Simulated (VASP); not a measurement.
# BAs (P6_3/mmc) in VASP: notebook

Aim: see how the results for BAs move with the level of theory and the settings. Levels: PBE, r2SCAN. Tasks: single point.

All numbers are computed with VASP 6.6.1; they aren't measurements. Logs are shortened: lines on timing, memory, paths and dates and some standing lists are left out, and cuts for length are marked.

## (1) The cell of the first run

The structure is hexagonal, space group P6_3/mmc (No. 194). Conventional cell: a = 3.451 Å, b = 3.451 Å, c = 10.192 Å, α = 90.00°, β = 90.00°, γ = 120.00°. Within 2.6 Å of B (site symmetry -6m2) lie 3 As at 1.99 Å. Within 2.6 Å of As (site symmetry -6m2) lie 3 B at 1.99 Å.

## (2) Single point, PBE (volume changed by +6%)

Contents of INCAR:

```
  PREC = Accurate
  ENCUT = 600
  EDIFF = 1E-6
  ISMEAR = 0
  SIGMA = 0.01
  LREAL = F
  LASPH = T
  NELM = 120
  ALGO = Normal
  ISIF = 2
  LWAVE = F
  LCHARG = F
  GGA = PE
  NBANDS = 26
  GGA_COMPAT = F
```

Contents of KPOINTS:

```
regular mesh
0
Gamma
  9 9 2
```

Contents of POSCAR:

```
BAs
1.0
    3.4507219683      0.0000000000      0.0000000000
   -1.7253609842      2.9884128860      0.0000000000
    0.0000000000      0.0000000000     10.1921993060
B As
2 2
Direct
    0.3333333333      0.6666666667      0.2500000000
    0.6666666667      0.3333333333      0.7500000000
    0.6666666667      0.3333333333      0.2500000000
    0.3333333333      0.6666666667      0.7500000000
```

Potentials or basis: VASP PAW PBE potentials, release 64 (B, As_d).

Run with:

```console
> cat potpaw_PBE.64/B/POTCAR potpaw_PBE.64/As_d/POTCAR > POTCAR
> mpirun -np 1 vasp_std > vasp.out
```

OUTCAR:

```text
PREC = Accurate
   ENCUT = 600
   EDIFF = 1E-6
   ISMEAR = 0
   LREAL = F
   LASPH = T
   NELM = 120
   ISIF = 2
   GGA = PE

 ion  position               nearest neighbor table
   1  0.333  0.667  0.250-   3 1.99   3 1.99   3 1.99
   2  0.667  0.333  0.750-   4 1.99   4 1.99   4 1.99
   3  0.667  0.333  0.250-   1 1.99   1 1.99   1 1.99
   4  0.333  0.667  0.750-   2 1.99   2 1.99   2 1.99

  LATTYP: Found a hexagonal cell.
 ALAT       =     3.4507219683
 C/A-ratio  =     2.9536425709

  Lattice vectors:

 A1 = (   3.4507219683,   0.0000000000,   0.0000000000)
 A2 = (  -1.7253609842,   2.9884128860,   0.0000000000)
 A3 = (   0.0000000000,   0.0000000000,  10.1921993060)

Analysis of symmetry for initial positions (statically):
[... 10 lines left out ...]

The static configuration has the point symmetry D_3d.
 The point group associated with its full space group is D_6h.

Analysis of symmetry for dynamics (positions and initial velocities):
[... 10 lines left out ...]

The dynamic configuration has the point symmetry D_3d.
 The point group associated with its full space group is D_6h.

 Subroutine INISYM returns: Found 24 space group operations
[... 5 lines left out ...]
                                     Primitive cell

  volume of cell :     105.1038

  direct lattice vectors                    reciprocal lattice vectors
     3.450721968  0.000000000  0.000000000     0.289794428  0.167312891  0.000000000
    -1.725360984  2.988412886  0.000000000     0.000000000  0.334625782  0.000000000
     0.000000000  0.000000000 10.192199306     0.000000000  0.000000000  0.098114251

  length of vectors
     3.450721968  3.450721968 10.192199306     0.334625782  0.334625782  0.098114251

  position of ions in fractional coordinates (direct lattice)
     0.333333333  0.666666667  0.250000000
     0.666666667  0.333333333  0.750000000
     0.666666667  0.333333333  0.250000000
     0.333333333  0.666666667  0.750000000

  ion indices of the primitive-cell ions
   primitive index   ion index
                 1           1
                 2           2
                 3           3
                 4           4

----------------------------------------------------------------------------------------

 KPOINTS: regular mesh

Automatic generation of k-mesh.
 Grid dimensions read from file:
 generate k-points for:    9    9    2

 Generating k-lattice:

  Cartesian coordinates                     Fractional coordinates (reciprocal lattice)
     0.032199381  0.018590321  0.000000000     0.111111111  0.000000000  0.000000000
     0.000000000  0.037180642  0.000000000     0.000000000  0.111111111  0.000000000
     0.000000000  0.000000000  0.049057125     0.000000000  0.000000000  0.500000000

  Length of vectors
     0.037180642  0.037180642  0.049057125

  Shift w.r.t. Gamma in fractional coordinates (k-lattice)
     0.000000000  0.000000000  0.000000000

 Subroutine IBZKPT returns following result:
 ===========================================

 Found     24 irreducible k-points:

 Following reciprocal coordinates:
            Coordinates               Weight
  0.000000  0.000000  0.000000      1.000000
  0.111111 -0.000000  0.000000      6.000000
  0.222222  0.000000  0.000000      6.000000
  0.333333  0.000000  0.000000      6.000000
  0.444444  0.000000  0.000000      6.000000
  0.111111  0.111111  0.000000      6.000000
[... 16 lines left out ...]
  0.333333  0.222222  0.500000     12.000000
  0.333333  0.333333  0.500000      2.000000
   k-points           NKPTS =     24   k-points in BZ     NKDIM =     24   number of bands    NBANDS=     26
   number of dos      NEDOS =    301   number of ions     NIONS =      4
   total plane-waves  NPLWV =  65856
   dimension x,y,z NGX =    28 NGY =   28 NGZ =   84
   dimension x,y,z NGXF=    56 NGYF=   56 NGZF=  168
   ions per type =               2   2
   NGX,Y,Z   is equivalent  to a cutoff of  13.49, 13.49, 13.70 a.u.
   NGXF,Y,Z  is equivalent  to a cutoff of  26.98, 26.98, 27.40 a.u.
 SYSTEM =  unknown system
   PREC   = accura    normal or accurate (medium, high low for compatibility)
   ISTART =      0    job   : 0-new  1-cont  2-samecut
   ICHARG =      2    charge: 1-file 2-atom 10-const
   ISPIN  =      1    spin polarized calculation?
   LNONCOLLINEAR =      F non collinear calculations
   LSORBIT =      F    spin-orbit coupling
   LASPH  =      T    aspherical Exc in radial PAW
   ENCUT  =  600.0 eV  44.10 Ry    6.64 a.u.   6.89  6.89 20.36*2*pi/ulx,y,z
   NELM   =    120;   NELMIN=  2; NELMDL= -5     # of ELM steps
   EDIFF  = 0.1E-05   stopping-criterion for ELM
   LREAL  =      F    real-space projection
   EDIFFG = 0.1E-04   stopping-criterion for IOM
   NSW    =      0    number of steps for IOM
   IBRION =     -1    ionic relax: 0-MD 1-quasi-New 2-CG
   NFREE  =      0    steps in history (QN), initial steepest desc. (CG)
   ISIF   =      2    stress and relaxation
   ISYM   =      2    0-nonsym 1-usesym 2-fastsym
   POTIM  = 0.5000    time-step for ionic-motion
   TEBEG  =    0.0;   TEEND  =   0.0 temperature during run
   PSTRESS=    0.0 pullay stress
   NELECT =      36.0000    total number of electrons
   NUPDOWN=      -1.0000    fix difference up-down
   EMIN   =  10.00;   EMAX   =-10.00  energy-range for DOS
   EFERMI =   0.00;   METHOD = LEGACY
   ISMEAR =     0;   SIGMA  =   0.01  broadening in eV -4-tet -1-fermi 0-gaus
   EFERMI_NEDOS =   21; number of points for ismear=-14 and -15
   IALGO  =     38    algorithm
   IMIX   =      4    mixing-type and parameters
     AMIX     =   0.40;   BMIX     =  1.00
     AMIX_MAG =   1.60;   BMIX_MAG =  1.00
  volume/ion in A,a.u.               =      26.28       177.32
  Fermi-wavevector in a.u.,A,eV,Ry     =   1.145433  2.164554 17.851056  1.312016
  Thomas-Fermi vector in A             =   2.282121
   LORBIT       =      0    0 simple, 1 ext, 2 COOP (PROOUT), +10 PAW based schemes
   GGA     = PE    functional components
   LHFCALC =     F    Hartree Fock is set to
   AEXX    =    0.0000 exact exchange contribution
   IVDW    =     0    specifies the selected vdW correction
   LEPSILON=     F    determine dielectric tensor
   LRPA    =     F    only Hartree local field effects (RPA)
 non-spin polarized calculation
 Gauss-broadening in eV      SIGMA  =   0.01
  energy-cutoff  :      600.00
  volume of cell :      105.10
 maximum number of plane-waves:      3528
 NGX is ok and might be reduce to    28
   NGX = 13   NGY = 13   NGZ = 41

 number of electron      36.0000021 magnetization

 Free energy of the ion-electron system (eV)
  ---------------------------------------------------
  ext. energy  EPLUGINS =         0.00000000
  ---------------------------------------------------
  free energy    TOTEN  =       -21.32171687 eV

  energy without entropy =      -21.32171687  energy(sigma->0) =      -21.32171687

 E-fermi :   0.0454     XC(G=0):  -7.4870

 val. band max:       -0.0586733147   @ k =   0.3333   0.3333   0.5000
 cond. band min:       0.7338464321   @ k =   0.3333   0.3333   0.5000
 fundamental gap:      0.7925197468
 Fermi energy:         0.0453651743

 k-point     1 :       0.0000    0.0000    0.0000
  band No.  band energies     occupation
      1     -35.5544      2.00000
      2     -35.5544      2.00000
      3     -35.5411      2.00000
      4     -35.5411      2.00000
      5     -35.5411      2.00000
      6     -35.5411      2.00000
[... 18 lines left out ...]
     25       4.5857      0.00000
     26       6.1407      0.00000

 k-point     2 :       0.1111   -0.0000    0.0000
  band No.  band energies     occupation
      1     -35.5538      2.00000
      2     -35.5538      2.00000
      3     -35.5408      2.00000
      4     -35.5408      2.00000
      5     -35.5397      2.00000
      6     -35.5397      2.00000
[... 18 lines left out ...]
     25       5.2735      0.00000
     26       6.0903      0.00000

 k-point     3 :       0.2222    0.0000    0.0000
  band No.  band energies     occupation
      1     -35.5525      2.00000
      2     -35.5525      2.00000
      3     -35.5398      2.00000
      4     -35.5398      2.00000
      5     -35.5362      2.00000
      6     -35.5362      2.00000
[... 18 lines left out ...]
     25       6.7544      0.00000
     26       6.9775      0.00000

 k-point     4 :       0.3333    0.0000    0.0000
  band No.  band energies     occupation
      1     -35.5515      2.00000
      2     -35.5515      2.00000
      3     -35.5383      2.00000
      4     -35.5383      2.00000
      5     -35.5322      2.00000
      6     -35.5322      2.00000
[... 18 lines left out ...]
     25       8.0947      0.00000
     26       8.7966      0.00000

 k-point     5 :       0.4444    0.0000    0.0000
  band No.  band energies     occupation
      1     -35.5510      2.00000
      2     -35.5510      2.00000
      3     -35.5371      2.00000
      4     -35.5371      2.00000
      5     -35.5296      2.00000
      6     -35.5296      2.00000
[... 18 lines left out ...]
     25       8.2318      0.00000
     26       9.8969      0.00000

 k-point     6 :       0.1111    0.1111    0.0000
  band No.  band energies     occupation
      1     -35.5528      2.00000
      2     -35.5528      2.00000
      3     -35.5402      2.00000
      4     -35.5402      2.00000
      5     -35.5373      2.00000
      6     -35.5373      2.00000
[... 427 lines left out ...]
 k-point    21 :       0.4444    0.1111    0.5000
  band No.  band energies     occupation
      1     -35.5503      2.00000
      2     -35.5503      2.00000
      3     -35.5366      2.00000
      4     -35.5366      2.00000
      5     -35.5297      2.00000
      6     -35.5297      2.00000
[... 18 lines left out ...]
     25       8.1200      0.00000
     26       8.1200      0.00000

 k-point    22 :       0.2222    0.2222    0.5000
  band No.  band energies     occupation
      1     -35.5500      2.00000
      2     -35.5500      2.00000
      3     -35.5375      2.00000
      4     -35.5375      2.00000
      5     -35.5316      2.00000
      6     -35.5316      2.00000
[... 18 lines left out ...]
     25       6.6518      0.00000
     26       6.6518      0.00000

 k-point    23 :       0.3333    0.2222    0.5000
  band No.  band energies     occupation
      1     -35.5491      2.00000
      2     -35.5491      2.00000
      3     -35.5358      2.00000
      4     -35.5358      2.00000
      5     -35.5308      2.00000
      6     -35.5308      2.00000
[... 18 lines left out ...]
     25       7.8019      0.00000
     26       7.8019      0.00000

 k-point    24 :       0.3333    0.3333    0.5000
  band No.  band energies     occupation
      1     -35.5485      2.00000
      2     -35.5485      2.00000
      3     -35.5345      2.00000
      4     -35.5345      2.00000
      5     -35.5317      2.00000
      6     -35.5317      2.00000
[... 18 lines left out ...]
     25       8.5881      0.00000
     26       8.5918      0.00000

------------------------ aborting loop because EDIFF is reached ----------------------------------------

  FORCE on cell =-STRESS in cart. coord.  units (eV):
  Direction    XX          YY          ZZ          XY          YZ          ZX
  --------------------------------------------------------------------------------------
  -------------------------------------------------------------------------------------
  Total       -3.7511115     -3.7511115     -0.0040738      0.0000000     -0.0000000      0.0000000
  in kB      -57.1810439    -57.1810439     -0.0621007      0.0000000     -0.0000000      0.0000000
  external PRESSURE =     -38.1413961 kB  Pullay stress =       0.0000000 kB

 VOLUME and BASIS-vectors are now :
 -----------------------------------------------------------------------------
  energy-cutoff  :      600.00
  volume of cell :      105.10
      direct lattice vectors                 reciprocal lattice vectors
     3.450721968  0.000000000  0.000000000     0.289794428  0.167312891  0.000000000
    -1.725360984  2.988412886  0.000000000     0.000000000  0.334625782  0.000000000
     0.000000000  0.000000000 10.192199306     0.000000000  0.000000000  0.098114251

 POSITION                                       TOTAL-FORCE (eV/Angst)
 -----------------------------------------------------------------------------------
     -0.00000      1.99228      2.54805        -0.000000      0.000000      0.000000
      1.72536      0.99614      7.64415         0.000000     -0.000000      0.000000
      1.72536      0.99614      2.54805         0.000000      0.000000      0.000000
     -0.00000      1.99228      7.64415        -0.000000     -0.000000      0.000000
 -----------------------------------------------------------------------------------
    total drift:                                0.000000     -0.000000      0.000000

  FREE ENERGIE OF THE ION-ELECTRON SYSTEM (eV)
  ---------------------------------------------------
  free  energy   TOTEN  =       -21.3217168719 eV

  energy  without entropy=      -21.3217168719  energy(sigma->0) =      -21.32171687
```

Run time: 85 s. Hardware: 1 thread of Intel Xeon Platinum 8488C (Sapphire Rapids), shared host; peak memory 0.27 GiB.

Results:

```yaml
Free_energy: -21.3217 eV
Pressure: -3.8 GPa
Band_gap_on_the_k_mesh: 0.79 eV, direct
```

Levels at points of the mesh, in eV from the valence-band top:
| k point | band 15 | band 16 | band 17 | band 18 | band 19 | band 20 | band 21 | band 22 |
| --- | --- | --- | --- | --- | --- | --- | --- | --- |
| (0.00, 0.00, 0.00) | -1.57 | -1.57 | -1.56 | -1.56 | 3.05 | 3.07 | 3.32 | 4.62 |
| (0.00, 0.00, 0.50) | -1.57 | -1.57 | -1.57 | -1.57 | 3.06 | 3.06 | 4.38 | 4.38 |

Caveat: the cell differs from its parent crystal (volume changed by +6%); this functional lacks dispersion, which binds the layers, so the pressure and a relaxed spacing across them are unreliable. A k mesh can miss the band edges.

## (3) Single point, PBE

This run uses another cell than the first one, of 21.45 Å³/atom, 0.816 times its volume.

Contents of INCAR:

```
SYSTEM = BAs
PREC = Accurate
ENCUT = 600
EDIFF = 1E-6
ISMEAR = 0
SIGMA = 0.01
LREAL = .False.
LASPH = .True.
NELM = 120
ALGO = Normal
ISIF = 2
LWAVE = .False.
LCHARG = .False.
GGA = PE
NBANDS = 26
GGA_COMPAT = .False.
```

Contents of KPOINTS:

```
Automatic mesh
0
Gamma
  12 12 4
  0 0 0
```

Contents of POSCAR:

```
BAs
1.0
    3.3658576842      0.0000000000      0.0000000000
   -1.6829288421      2.9149182600      0.0000000000
    0.0000000000      0.0000000000      8.7445888832
B As
2 2
Direct
    0.3333333333      0.6666666667      0.2500000000
    0.6666666667      0.3333333333      0.7500000000
    0.6666666667      0.3333333333      0.2500000000
    0.3333333333      0.6666666667      0.7500000000
```

Potentials or basis: VASP PAW PBE potentials, release 64 (B, As_d).

Run with:

```console
> cat potpaw_PBE.64/B/POTCAR potpaw_PBE.64/As_d/POTCAR > POTCAR
> mpirun -np 1 vasp_std > vasp.out
```

Wall time 54 s (1 thread of Intel Xeon 6975P-C (Granite Rapids), shared host); peak memory 0.3 GiB.

The run converged. Its results:

- Free energy: -21.3749 eV
- Pressure: 1.4 GPa
- Band gap on the k mesh: 0.73 eV, direct

Stress tensor (GPa, compression positive):
```
1.71 0.00 0.00
0.00 1.71 0.00
0.00 0.00 0.64
```

Levels at points of the mesh, in eV from the valence-band top:
| k point | band 14 | band 15 | band 16 | band 17 | band 18 | band 19 | band 20 | band 21 | band 22 | band 23 |
| --- | --- | --- | --- | --- | --- | --- | --- | --- | --- | --- |
| (0.00, 0.00, 0.00) | -3.36 | -1.51 | -1.51 | -1.48 | -1.48 | 3.35 | 3.88 | 4.09 | 4.86 | 4.86 |
| (0.50, 0.00, 0.00) | -8.22 | -3.61 | -3.57 | -1.48 | -0.58 | 0.95 | 2.05 | 2.50 | 2.67 | 7.07 |
| (0.00, 0.00, 0.50) | -4.00 | -1.50 | -1.50 | -1.50 | -1.50 | 3.95 | 3.95 | 4.90 | 4.90 | 4.90 |
| (0.50, 0.00, 0.50) | -8.24 | -3.59 | -3.59 | -1.07 | -1.07 | 1.42 | 1.42 | 2.58 | 2.58 | 8.03 |

Caveat: this functional lacks dispersion, which binds the layers, so the pressure and a relaxed spacing across them are unreliable.

[end of part 1 of 2]
